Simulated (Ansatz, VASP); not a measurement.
## Ge in VASP and in Ansatz

File INCAR:

```
SYSTEM = Ge
PREC = Accurate
ENCUT = 600
EDIFF = 1E-6
ISMEAR = -1
SIGMA = 0.08
LREAL = .FALSE.
LASPH = .TRUE.
NELM = 100
ALGO = Normal
ISIF = 3
LWAVE = .FALSE.
LCHARG = .FALSE.
GGA = CA
IBRION = 2
NSW = 60
EDIFFG = -0.005
```

File KPOINTS:

```
regular mesh
0
G
  16 16 16
  0 0 0
```

File POSCAR:

```
Ge
1.0
   -1.6809877034      1.6809877034      1.6809877034
    1.6809877034     -1.6809877034      1.6809877034
    1.6809877034      1.6809877034     -1.6809877034
Ge
1
Direct
    0.0000000000      0.0000000000      0.0000000000
```

Input for Ansatz:

```yaml
crystal:
  lattice:
    - [-1.6809877034, 1.6809877034, 1.6809877034]
    - [1.6809877034, -1.6809877034, 1.6809877034]
    - [1.6809877034, 1.6809877034, -1.6809877034]
  atoms:
    - { symbol: Ge, position: [0.0, 0.0, 0.0] }
kpoints:
  mp_grid: { grid: [16, 16, 16] }
scf:
  occupations: { method: fermi_dirac, width: 0.08 }
hamiltonian:
  xc: lda
  pseudopotentials: { kind: paw }
output:
  forces: true
  stress: true
relax:
  f_tol: 0.005
  max_steps: 40
  cell: {}
```

Alike in both runs: task relaxation of cell and atoms; functional LDA; k mesh 16 × 16 × 16; occupations fermi-dirac, width 0.08 eV; no spin polarisation.

```csv
,VASP,Ansatz
version,VASP 6.6.1,Ansatz 0.2.0
potentials or method,"VASP PAW LDA potentials, release 64 (Ge_d)","PAW with Ansatz's default frozen-core files, scalar-relativistic"
plane-wave cutoff (eV),600,420
valence electrons in the cell,14,14
```

```tsv
	VASP	Ansatz	Ansatz less VASP
relaxed volume (Å³/atom)	17.93	17.93	-0.005
relaxed length of the cell vector where the two differ most in proportion (Å)	2.856	2.856	-0.0003
```

LDA's correlation is that of Perdew and Zunger in VASP and of Perdew and Wang (1992) in Ansatz.
